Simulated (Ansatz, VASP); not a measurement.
**Two plane-wave programs on Rh**

```
Rh
1.0
     0.00000    1.89118    1.89118
     1.89118    0.00000    1.89118
     1.89118    1.89118    0.00000
Rh
1
Direct
  0.00000 0.00000 0.00000
```

Alike in both runs: task single point; functional LDA; k mesh 20 × 20 × 20; occupations fermi-dirac, width 0.15 eV; no spin polarisation.

|  | VASP | Ansatz |
| --- | --- | --- |
| version | VASP 6.6.1 | Ansatz 0.2.0 |
| potentials or method | VASP PAW LDA potentials, release 64 (Rh_pv), cutoff 520 eV | scalar-relativistic, plane waves, PAW |
| valence electrons in the cell | 15 | 17 |

```csv
,VASP,Ansatz,Ansatz less VASP
gap on the k mesh at the Fermi level (eV),none,none,-
pressure (GPa),-4.9,-5.9,-0.93
```

LDA's correlation is that of Perdew and Zunger in VASP and of Perdew and Wang (1992) in Ansatz. A gap of «none» marks a metal or a gap that the smearing closes. VASP's potentials hold 15 valence electrons a cell and Ansatz's 17, so a difference there can come from the potentials and not from the codes.
